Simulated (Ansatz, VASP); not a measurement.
Cu: VASP beside Ansatz

POSCAR

```
Cu
1.0
    0.0000000000      1.7881324402      1.7881324402
    1.7881324402      0.0000000000      1.7881324402
    1.7881324402      1.7881324402      0.0000000000
Cu
1
Direct
    0.0000000000      0.0000000000      0.0000000000
```

INCAR.step1

```
SYSTEM = Cu
  PREC = Accurate
  ENCUT = 520
  ISMEAR = 0
  SIGMA = 0.6
  LREAL = .FALSE.
  LASPH = .TRUE.
  NELM = 100
  NBANDS = 12
  GGA = PE
  ALGO = Normal
  EDIFF = 1E-4
  LWAVE = .TRUE.
  LCHARG = .FALSE.
```

The input INCAR.step2:

```
SYSTEM = Cu
  PREC = Accurate
  ENCUT = 520
  EDIFF = 1E-6
  ISMEAR = 0
  SIGMA = 0.6
  LREAL = .FALSE.
  LASPH = .TRUE.
  NELM = 100
  ALGO = Normal
  ISIF = 2
  LWAVE = .FALSE.
  LCHARG = .FALSE.
  METAGGA = R2SCAN
  LMIXTAU = .TRUE.
  NBANDS = 12
  ISTART = 1
```

File KPOINTS:

```
regular mesh
0
G
  15 15 15
  0 0 0
```

Input for Ansatz:

```yaml
crystal:
  lattice:
    - [0.0, 1.7881324402, 1.7881324402]
    - [1.7881324402, 0.0, 1.7881324402]
    - [1.7881324402, 1.7881324402, 0.0]
  atoms:
    - { symbol: Cu, position: [0.0, 0.0, 0.0] }
hamiltonian:
  xc: r2scan
  pseudopotentials:
    kind: paw
    azcp:
      Cu: "pseudopotentials/Cu.paw.azcp"
basis:
  ecutwfc: 500
  fft_grid_basis: typed
kpoints:
  mp_grid: { grid: [15, 15, 15], shift: [0, 0, 0] }
magnetization:
  spin_polarized: false
scf:
  occupations: { method: gaussian, width: 0.6 }
  lower_state_search: "off"
output:
  stress: true
  write_density: true
  write_potential: true
  elf: true
  volumetric_format: npy
```

Alike in both runs: task single point; functional r2SCAN; k mesh 15 × 15 × 15; occupations gaussian, width 0.6 eV; no spin polarisation.

|  | VASP | Ansatz |
| --- | --- | --- |
| version | VASP 6.6.1 | Ansatz 0.2.0 |
| potentials or method | VASP PAW PBE potentials, release 64 (Cu), cutoff 520 eV | plane waves (500 eV) with PAW, scalar-relativistic |
| valence electrons in the cell | 11 | 19 |

|  | VASP | Ansatz | Ansatz less VASP |
| --- | --- | --- | --- |
| pressure (GPa) | 0.7 | 0.2 | -0.48 |

VASP's potentials were made for PBE, not for r2SCAN. The functional is the same, so the differences come from potentials, cutoffs and numerics. VASP's potentials hold 11 valence electrons a cell and Ansatz's 19, so a difference there can come from the potentials and not from the codes.
